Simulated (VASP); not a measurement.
# Li2Se (Fm-3m) in VASP: notebook

The runs below take Li2Se through relaxation of cell and atoms, single point, with PBE.

Program: VASP 6.6.1. These are calculated values, not measurements. Logs are shortened: lines on timing, memory, paths and dates and some standing lists are left out, and cuts for length are marked.

### Step 1. The cell of the first run

The structure is cubic, space group Fm-3m (No. 225). Conventional cell: a = 6.005 Å, b = 6.005 Å, c = 6.005 Å, α = 90.00°, β = 90.00°, γ = 90.00°. Li (site symmetry -43m) has 4 Se at 2.60 Å and 6 Li at 3.00 Å within 3.4 Å. Se (site symmetry m-3m) has 8 Li at 2.60 Å within 3.4 Å.

### Step 2. Relaxation of cell and atoms, PBE

Contents of INCAR:

```
PREC     = Accurate       # precision mode
ENCUT    = 750            # plane-wave cutoff, eV
EDIFF    = 1E-7           # SCF threshold, eV
ISMEAR   = 0              # smearing method
SIGMA    = 0.02           # smearing width, eV
LREAL    = F              # projectors in reciprocal space
LASPH    = T              # aspherical terms in the spheres
NELM     = 120            # most SCF steps
ALGO     = Normal         # electronic algorithm
ISIF     = 3              # what is computed and relaxed
LWAVE    = F              # write WAVECAR
LCHARG   = F              # write CHGCAR
GGA      = PE             # functional
IBRION   = 2              # ionic algorithm
NSW      = 100            # ionic steps
EDIFFG   = -0.005         # ionic threshold
GGA_COMPAT= F            
NELMIN   = 4
```

Contents of KPOINTS:

```
Automatic mesh
0
Gamma
  8 8 8
```

Contents of POSCAR:

```
Li2Se
1.0
    0.0000000000      3.0025000000      3.0025000000
    3.0025000000      0.0000000000      3.0025000000
    3.0025000000      3.0025000000      0.0000000000
Li Se
2 1
Direct
    0.2500000000      0.2500000000      0.2500000000
    0.7500000000      0.7500000000      0.7500000000
    0.0000000000      0.0000000000      0.0000000000
```

Potentials or basis: VASP PAW PBE potentials, release 64 (Li_sv, Se).

Run with:

```sh
cat potpaw_PBE.64/Li_sv/POTCAR potpaw_PBE.64/Se/POTCAR > POTCAR
mpirun -np 1 vasp_std > vasp.out
```

OUTCAR:

```text
PREC = Accurate
   ENCUT = 750
   EDIFF = 1E-7
   ISMEAR = 0
   LREAL = F
   LASPH = T
   NELM = 120
   ISIF = 3
   GGA = PE
   IBRION = 2
   NSW = 100
   EDIFFG = -0.005
   NELMIN = 4

 ion  position               nearest neighbor table
   1  0.250  0.250  0.250-   3 2.60   3 2.60   3 2.60   3 2.60
   2  0.750  0.750  0.750-   3 2.60   3 2.60   3 2.60   3 2.60
   3  0.000  0.000  0.000-   1 2.60   2 2.60   2 2.60   2 2.60   2 2.60   1 2.60   1 2.60   1 2.60

  LATTYP: Found a face centered cubic cell.
 ALAT       =     6.0050000000

  Lattice vectors:

 A1 = (   0.0000000000,   3.0025000000,   3.0025000000)
 A2 = (   3.0025000000,   0.0000000000,   3.0025000000)
 A3 = (   3.0025000000,   3.0025000000,   0.0000000000)

Analysis of symmetry for initial positions (statically):
=====================================================================
 Subroutine PRICEL returns:
 Original cell was already a primitive cell.

 Routine SETGRP: Setting up the symmetry group for a
 face centered cubic supercell.

 Subroutine GETGRP returns: Found 48 space group operations
 (whereof 48 operations were pure point group operations)
 out of a pool of 48 trial point group operations.

The static configuration has the point symmetry O_h .

Analysis of symmetry for dynamics (positions and initial velocities):
=====================================================================
 Subroutine PRICEL returns:
 Original cell was already a primitive cell.

 Routine SETGRP: Setting up the symmetry group for a
 face centered cubic supercell.

 Subroutine GETGRP returns: Found 48 space group operations
 (whereof 48 operations were pure point group operations)
 out of a pool of 48 trial point group operations.

The dynamic configuration has the point symmetry O_h .

 Subroutine INISYM returns: Found 48 space group operations
 (whereof 48 operations are pure point group operations),
 and found     1 'primitive' translations

----------------------------------------------------------------------------------------

                                     Primitive cell

  volume of cell :      54.1351

  direct lattice vectors                    reciprocal lattice vectors
     0.000000000  3.002500000  3.002500000    -0.166527893  0.166527893  0.166527893
     3.002500000  0.000000000  3.002500000     0.166527893 -0.166527893  0.166527893
     3.002500000  3.002500000  0.000000000     0.166527893  0.166527893 -0.166527893

  length of vectors
     4.246176221  4.246176221  4.246176221     0.288434772  0.288434772  0.288434772

  position of ions in fractional coordinates (direct lattice)
     0.250000000  0.250000000  0.250000000
     0.750000000  0.750000000  0.750000000
     0.000000000  0.000000000  0.000000000

  ion indices of the primitive-cell ions
   primitive index   ion index
                 1           1
                 2           2
                 3           3

----------------------------------------------------------------------------------------

 KPOINTS: Automatic mesh

Automatic generation of k-mesh.
 Grid dimensions read from file:
 generate k-points for:    8    8    8

 Generating k-lattice:

  Cartesian coordinates                     Fractional coordinates (reciprocal lattice)
    -0.020815987  0.020815987  0.020815987     0.125000000  0.000000000  0.000000000
     0.020815987 -0.020815987  0.020815987     0.000000000  0.125000000  0.000000000
     0.020815987  0.020815987 -0.020815987     0.000000000  0.000000000  0.125000000

  Length of vectors
     0.036054347  0.036054347  0.036054347

  Shift w.r.t. Gamma in fractional coordinates (k-lattice)
     0.000000000  0.000000000  0.000000000

 Subroutine IBZKPT returns following result:
 ===========================================

 Found     29 irreducible k-points:

 Following reciprocal coordinates:
            Coordinates               Weight
  0.000000  0.000000  0.000000      1.000000
  0.125000  0.000000  0.000000      8.000000
  0.250000  0.000000  0.000000      8.000000
  0.375000  0.000000  0.000000      8.000000
  0.500000  0.000000  0.000000      4.000000
  0.125000  0.125000  0.000000      6.000000
[... 16 lines left out ...]
  0.500000  0.250000  0.125000     48.000000
 -0.375000  0.250000  0.125000     24.000000
 [... further k-points ...]
   k-points           NKPTS =     29   k-points in BZ     NKDIM =     29   number of bands    NBANDS=     10
   number of dos      NEDOS =    301   number of ions     NIONS =      3
   total plane-waves  NPLWV =  64000
   dimension x,y,z NGX =    40 NGY =   40 NGZ =   40
   dimension x,y,z NGXF=    80 NGYF=   80 NGZF=   80
   ions per type =               2   1
   NGX,Y,Z   is equivalent  to a cutoff of  15.66, 15.66, 15.66 a.u.
   NGXF,Y,Z  is equivalent  to a cutoff of  31.32, 31.32, 31.32 a.u.
 SYSTEM =  unknown system
   PREC   = accura    normal or accurate (medium, high low for compatibility)
   ISTART =      0    job   : 0-new  1-cont  2-samecut
   ICHARG =      2    charge: 1-file 2-atom 10-const
   ISPIN  =      1    spin polarized calculation?
   LNONCOLLINEAR =      F non collinear calculations
   LSORBIT =      F    spin-orbit coupling
   LASPH  =      T    aspherical Exc in radial PAW
   ENCUT  =  750.0 eV  55.12 Ry    7.42 a.u.   9.48  9.48  9.48*2*pi/ulx,y,z
   NELM   =    120;   NELMIN=  4; NELMDL= -5     # of ELM steps
   EDIFF  = 0.1E-06   stopping-criterion for ELM
   LREAL  =      F    real-space projection
   EDIFFG = -.5E-02   stopping-criterion for IOM
   NSW    =    100    number of steps for IOM
   IBRION =      2    ionic relax: 0-MD 1-quasi-New 2-CG
   NFREE  =      1    steps in history (QN), initial steepest desc. (CG)
   ISIF   =      3    stress and relaxation
   ISYM   =      2    0-nonsym 1-usesym 2-fastsym
   POTIM  = 0.5000    time-step for ionic-motion
   TEBEG  =    0.0;   TEEND  =   0.0 temperature during run
   PSTRESS=    0.0 pullay stress
   NELECT =      12.0000    total number of electrons
   NUPDOWN=      -1.0000    fix difference up-down
   EMIN   =  10.00;   EMAX   =-10.00  energy-range for DOS
   EFERMI =   0.00;   METHOD = LEGACY
   ISMEAR =     0;   SIGMA  =   0.02  broadening in eV -4-tet -1-fermi 0-gaus
   EFERMI_NEDOS =   21; number of points for ismear=-14 and -15
   IALGO  =     38    algorithm
   IMIX   =      4    mixing-type and parameters
     AMIX     =   0.40;   BMIX     =  1.00
     AMIX_MAG =   1.60;   BMIX_MAG =  1.00
  volume/ion in A,a.u.               =      18.05       121.77
  Fermi-wavevector in a.u.,A,eV,Ry     =   0.990776  1.872296 13.355989  0.981637
  Thomas-Fermi vector in A             =   2.122471
   LORBIT       =      0    0 simple, 1 ext, 2 COOP (PROOUT), +10 PAW based schemes
   GGA     = PE    functional components
   LHFCALC =     F    Hartree Fock is set to
   AEXX    =    0.0000 exact exchange contribution
   IVDW    =     0    specifies the selected vdW correction
   LEPSILON=     F    determine dielectric tensor
   LRPA    =     F    only Hartree local field effects (RPA)
 conjugate gradient relaxation of ions
 non-spin polarized calculation
 Gauss-broadening in eV      SIGMA  =   0.02
  energy-cutoff  :      750.00
  volume of cell :       54.14
 maximum number of plane-waves:      2565
 NGX is ok and might be reduce to    40
   NGX = 19   NGY = 19   NGZ = 19

 number of electron      12.0000004 magnetization

 Free energy of the ion-electron system (eV)
  ---------------------------------------------------
  ext. energy  EPLUGINS =         0.00000000
  ---------------------------------------------------
  free energy    TOTEN  =       -11.13102311 eV

  energy without entropy =      -11.13102311  energy(sigma->0) =      -11.13102311

 E-fermi :   1.1952     XC(G=0):  -8.2618

 val. band max:        0.9953455222   @ k =   0.0000   0.0000   0.0000
 cond. band min:       3.9703128091   @ k =   0.5000   0.5000   0.0000
 fundamental gap:      2.9749672869
 Fermi energy:         1.1952203104

 k-point     1 :       0.0000    0.0000    0.0000
  band No.  band energies     occupation
      1     -43.7168      2.00000
      2     -43.6931      2.00000
      3     -10.3937      2.00000
      4       0.9953      2.00000
      5       0.9953      2.00000
      6       0.9953      2.00000
      7       4.3788      0.00000
      8       6.6150      0.00000
      9       6.6150      0.00000
     10       6.6150      0.00000

 k-point     2 :       0.1250    0.0000    0.0000
  band No.  band energies     occupation
      1     -43.7159      2.00000
      2     -43.6939      2.00000
      3     -10.3453      2.00000
      4       0.3439      2.00000
      5       0.9034      2.00000
      6       0.9034      2.00000
      7       4.8682      0.00000
      8       6.8435      0.00000
      9       6.8435      0.00000
     10       6.9779      0.00000

 k-point     3 :       0.2500    0.0000    0.0000
  band No.  band energies     occupation
      1     -43.7132      2.00000
      2     -43.6964      2.00000
      3     -10.2219      2.00000
      4      -0.7605      2.00000
      5       0.7058      2.00000
      6       0.7058      2.00000
      7       5.5189      0.00000
      8       7.1557      0.00000
      9       7.1557      0.00000
     10       7.8759      0.00000
[... 248 lines left out ...]
 k-point    23 :       0.5000    0.2500    0.1250
  band No.  band energies     occupation
      1     -43.7082      2.00000
      2     -43.7009      2.00000
      3     -10.0195      2.00000
      4      -1.3960      2.00000
      5      -0.2781      2.00000
      6       0.2100      2.00000
      7       6.1791      0.00000
      8       6.9826      0.00000
      9       8.2353      0.00000
     10       8.7494      0.00000

 k-point    24 :      -0.3750    0.2500    0.1250
  band No.  band energies     occupation
      1     -43.7045      2.00000
      2     -43.7045      2.00000
      3      -9.9721      2.00000
      4      -1.6126      2.00000
      5      -0.3102      2.00000
      6       0.0676      2.00000
      7       6.4017      0.00000
      8       6.7509      0.00000
      9       8.6355      0.00000
     10       9.3587      0.00000

 [... further k-points ...]

------------------------ aborting loop because EDIFF is reached ----------------------------------------

  FORCE on cell =-STRESS in cart. coord.  units (eV):
  Direction    XX          YY          ZZ          XY          YZ          ZX
  --------------------------------------------------------------------------------------
  -------------------------------------------------------------------------------------
  Total       -0.0140548     -0.0140548     -0.0140548      0.0000000     -0.0000000      0.0000000
  in kB       -0.4159638     -0.4159638     -0.4159638      0.0000000     -0.0000000      0.0000000
  external PRESSURE =      -0.4159638 kB  Pullay stress =       0.0000000 kB

 VOLUME and BASIS-vectors are now :
 -----------------------------------------------------------------------------
  energy-cutoff  :      750.00
  volume of cell :       54.14
      direct lattice vectors                 reciprocal lattice vectors
     0.000000000  3.002500000  3.002500000    -0.166527893  0.166527893  0.166527893
     3.002500000  0.000000000  3.002500000     0.166527893 -0.166527893  0.166527893
     3.002500000  3.002500000  0.000000000     0.166527893  0.166527893 -0.166527893

 POSITION                                       TOTAL-FORCE (eV/Angst)
 -----------------------------------------------------------------------------------
      1.50125      1.50125      1.50125        -0.000000     -0.000000      0.000000
      4.50375      4.50375      4.50375         0.000000      0.000000     -0.000000
      0.00000      0.00000      0.00000        -0.000000     -0.000000      0.000000
 -----------------------------------------------------------------------------------
    total drift:                                0.000000     -0.000000      0.000000

  FREE ENERGIE OF THE ION-ELECTRON SYSTEM (eV)
  ---------------------------------------------------
  free  energy   TOTEN  =       -11.1310231112 eV

  energy  without entropy=      -11.1310231112  energy(sigma->0) =      -11.13102311

 reached required accuracy - stopping structural energy minimisation
```

Run time: 28 s. Hardware: 1 thread of Intel Xeon Platinum 8488C (Sapphire Rapids), shared host; peak memory 0.24 GiB.

What came out:

```
Free energy             : -11.1310 eV
Pressure after relaxing : 0.0 GPa
Band gap on the k mesh  : 2.98 eV (least direct gap 3.38 eV)
```

Final structure:
```
Li Se
1.0
     0.00000    3.00250    3.00250
     3.00250    0.00000    3.00250
     3.00250    3.00250    0.00000
Li Se
2 1
Direct
  0.25000 0.25000 0.25000
  0.75000 0.75000 0.75000
  0.00000 0.00000 0.00000
```

Levels at points of the mesh, in eV from the valence-band top:
```
           k point  band 2  band 3  band 4  band 5  band 6  band 7  band 8  band 9  band 10
(0.00, 0.00, 0.00)  -44.69  -11.39    0.00    0.00    0.00    3.38    5.62    5.62     5.62
(0.50, 0.00, 0.00)  -44.70  -11.03   -2.90   -0.53   -0.53    5.10    5.96    5.96     7.94
(0.50, 0.50, 0.00)  -44.70  -10.91   -2.28   -1.44   -1.44    2.98    6.17   10.31    10.31
```

Caveat: the relaxation stopped at its first step, so nothing moved. Expect the measured gap to be larger: semilocal functionals such as PBE lack the derivative discontinuity.

### Step 3. Single point, PBE

This run uses another cell than the first one, of 18.59 Å³/atom.

Contents of INCAR:

```
ALGO = Normal
EDIFF = 1E-6
ENCUT = 750
GGA = PE
GGA_COMPAT = F
ISIF = 2
ISMEAR = 0
LASPH = T
LCHARG = F
LREAL = F
LWAVE = F
NBANDS = 13
NELM = 120
PREC = Accurate
SIGMA = 0.02
```

Contents of KPOINTS:

```
k-points
0
Gamma
  12 12 12
```

Contents of POSCAR:

```
Li2Se
1.0
    0.0000000000      3.0322296562      3.0322296562
    3.0322296562      0.0000000000      3.0322296562
    3.0322296562      3.0322296562      0.0000000000
Li Se
2 1
Direct
    0.2500000000      0.2500000000      0.2500000000
    0.7500000000      0.7500000000      0.7500000000
    0.0000000000      0.0000000000      0.0000000000
```

Potentials or basis: VASP PAW PBE potentials, release 64 (Li_sv, Se).

Run with:

```sh
cat potpaw_PBE.64/Li_sv/POTCAR potpaw_PBE.64/Se/POTCAR > POTCAR
mpirun -np 1 vasp_std > vasp.out
```

OUTCAR:

```text
EDIFF = 1E-6
   ENCUT = 750
   GGA = PE
   ISIF = 2
   ISMEAR = 0
   LASPH = T
   LREAL = F
   NELM = 120
   PREC = Accurate

 ion  position               nearest neighbor table
   1  0.250  0.250  0.250-   3 2.63   3 2.63   3 2.63   3 2.63
   2  0.750  0.750  0.750-   3 2.63   3 2.63   3 2.63   3 2.63
   3  0.000  0.000  0.000-   2 2.63   2 2.63   2 2.63   1 2.63   2 2.63   1 2.63   1 2.63   1 2.63

  LATTYP: Found a face centered cubic cell.
 ALAT       =     6.0644593124

  Lattice vectors:

 A1 = (   0.0000000000,   3.0322296562,   3.0322296562)
 A2 = (   3.0322296562,   0.0000000000,   3.0322296562)
 A3 = (   3.0322296562,   3.0322296562,   0.0000000000)

Analysis of symmetry for initial positions (statically):
=====================================================================
 Subroutine PRICEL returns:
 Original cell was already a primitive cell.

 Routine SETGRP: Setting up the symmetry group for a
 face centered cubic supercell.

 Subroutine GETGRP returns: Found 48 space group operations
 (whereof 48 operations were pure point group operations)
 out of a pool of 48 trial point group operations.
[... 181 lines left out ...]
      7       4.0923      0.00000
      8       6.4345      0.00000
      9       6.4346      0.00000
     10       6.4346      0.00000
     11      11.3207      0.00000
     12      11.3207      0.00000
     13      11.6328      0.00000
[... 354 lines left out ...]
  band No.  band energies     occupation
      1     -43.9221      2.00000
      2     -43.9207      2.00000
      3     -10.1074      2.00000
      4      -1.7875      2.00000
      5      -0.2376      2.00000
      6       0.1581      2.00000
      7       6.0079      0.00000
      8       6.8463      0.00000
      9       7.4957      0.00000
     10       9.0937      0.00000
     11      10.7829      0.00000
     12      10.8467      0.00000
     13      13.1690      0.00000

 [... further k-points ...]

------------------------ aborting loop because EDIFF is reached ----------------------------------------

  FORCE on cell =-STRESS in cart. coord.  units (eV):
  Direction    XX          YY          ZZ          XY          YZ          ZX
  --------------------------------------------------------------------------------------
  -------------------------------------------------------------------------------------
  Total       -0.3422776     -0.3422776     -0.3422776     -0.0000000     -0.0000000     -0.0000000
  in kB       -9.8349631     -9.8349631     -9.8349631     -0.0000000     -0.0000000     -0.0000000
  external PRESSURE =      -9.8349631 kB  Pullay stress =       0.0000000 kB

 VOLUME and BASIS-vectors are now :
 -----------------------------------------------------------------------------
  energy-cutoff  :      750.00
  volume of cell :       55.76
      direct lattice vectors                 reciprocal lattice vectors
     0.000000000  3.032229656  3.032229656    -0.164895162  0.164895162  0.164895162
     3.032229656  0.000000000  3.032229656     0.164895162 -0.164895162  0.164895162
     3.032229656  3.032229656  0.000000000     0.164895162  0.164895162 -0.164895162

 POSITION                                       TOTAL-FORCE (eV/Angst)
 -----------------------------------------------------------------------------------
      1.51611      1.51611      1.51611        -0.000000     -0.000000     -0.000000
      4.54834      4.54834      4.54834         0.000000      0.000000      0.000000
      0.00000      0.00000      0.00000        -0.000000      0.000000      0.000000
 -----------------------------------------------------------------------------------
    total drift:                                0.000000     -0.000000      0.000000

  FREE ENERGIE OF THE ION-ELECTRON SYSTEM (eV)
  ---------------------------------------------------
  free  energy   TOTEN  =       -11.1264296371 eV

  energy  without entropy=      -11.1264296371  energy(sigma->0) =      -11.12642964
```

Wall time 92 s (1 thread of AMD EPYC 7R13 (Zen 3), shared host); peak memory 0.25 GiB.

What came out:

* Free energy: -11.1264 eV
* Pressure: -1.0 GPa
* Band gap on the k mesh: 3.00 eV (least direct gap 3.26 eV)

A k mesh can miss the band edges. PBE gaps usually lie below the measured ones, often by a third to a half.
